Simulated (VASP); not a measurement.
A run of VASP 6.6.1:

The input INCAR:

```
SYSTEM = Mg
ALGO = Normal
EDIFF = 1E-6
EDIFFG = -0.01
ENCUT = 600
GGA = PS
IBRION = 2
ISIF = 4
ISMEAR = 0
LASPH = .TRUE.
LCHARG = .FALSE.
LREAL = .FALSE.
LWAVE = .FALSE.
NELM = 100
NSW = 50
PREC = Accurate
SIGMA = 0.1
```

KPOINTS

```
k-points
0
G
  18 18 8
  0 0 0
```

The input POSCAR:

```
Mg
1.0
    3.1549929892      0.0000000000      0.0000000000
   -1.5774964946      2.7323040774      0.0000000000
    0.0000000000      0.0000000000      5.0619375963
Mg
2
Direct
    0.3333333333      0.6666666667      0.2500000000
    0.6666666667      0.3333333333      0.7500000000
```

Potentials or basis: VASP PAW PBE potentials, release 64 (Mg).

Command:

```bash
$ cat potpaw_PBE.64/Mg/POTCAR > POTCAR
$ mpirun -np 1 vasp_std > vasp.out
```

Hardware: 1 thread of Intel Xeon 8259CL (shared host).

Estimate the wall time of this run.

It took 65 s on 1 thread of Intel Xeon 8259CL, on a shared host, peak memory 0.22 GiB. Counts: scf iterations 9, k points 185, ion steps 1.
